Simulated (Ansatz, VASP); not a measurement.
**CsLiSi2: VASP beside Ansatz**

```xyz
4
Lattice="-2.5488 2.5488 5.9939 2.5488 -2.5488 5.9939 2.5488 2.5488 -5.9939" Properties=species:S:1:pos:R:3 pbc="T T T"
Cs    0.0000    0.0000    0.5042
Li    0.0000    0.0000    4.0859
Si    0.0000    0.0000    8.8392
Si    0.0000    0.0000    6.7053
```

Alike in both runs: functional PBE; k mesh 8 × 8 × 8; occupations gaussian, width 0.02 eV; no spin polarisation.

Ansatz relaxed the structure, and its values are those at the end. VASP's run is a single point on that final structure, the one shown.

```csv
,VASP,Ansatz
version,VASP 6.6.1,Ansatz 0.2.0
potentials or method,"VASP PAW PBE potentials, release 64 (Cs_sv, Li_sv, Si), cutoff 520 eV","scalar-relativistic, plane waves, PAW"
valence electrons in the cell,20,20
```

|  | VASP | Ansatz | Ansatz less VASP |
| --- | --- | --- | --- |
| gap on the k mesh at the Fermi level (eV) | 0.68 | 0.69 | +0.009 |
| least direct gap on the mesh (eV) | 1.07 | 1.08 | +0.005 |

Neither program's run includes spin-orbit coupling. Noted on VASP's run: the cutoff is under 1.25 times that of the potentials, so the pressure is a little rough.
